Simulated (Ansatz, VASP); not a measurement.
**Li4F in VASP and in Ansatz**

```xyz
5
Lattice="3.0534 0.0000 0.0000 0.0000 3.0534 0.0000 0.0000 0.0000 25.4772" Properties=species:S:1:pos:R:3 pbc="T T T"
Li    1.5267    1.5267    8.5000
Li    0.0000    0.0000   10.6591
Li    1.5267    1.5267   12.9040
Li    0.0000    0.0000   15.0690
F     1.5267    1.5267   14.7181
```

Alike in both runs: task single point; functional PBEsol; k mesh 9 × 9 × 1; occupations gaussian, width 0.1 eV; no spin polarisation.

|  | VASP | Ansatz |
| --- | --- | --- |
| version | VASP 6.6.1 | Ansatz 0.2.0 |
| potentials or method | VASP PAW PBE potentials, release 64 (Li_sv, F), cutoff 520 eV | scalar-relativistic, plane waves, PAW |
| valence electrons in the cell | 19 | 19 |

|  | VASP | Ansatz | Ansatz less VASP |
| --- | --- | --- | --- |
| gap on the k mesh at the Fermi level (eV) | none | none | - |
| rms of the force components (eV/Å) | 0.196 | 0.187 | -0.0091 |
| work function, face that differs most (eV) | 2.61 | 2.62 | +0.003 |

VASP's potentials were made for PBE, not for PBEsol. Atom by atom the forces differ by 0.012 eV/Å (rms over components). A gap of «none» marks a metal or a gap that the smearing closes. Ansatz's warnings: xc potential rough in thin density.

Noted on VASP's run: the cutoff is short for stress, so the pressure is rough.
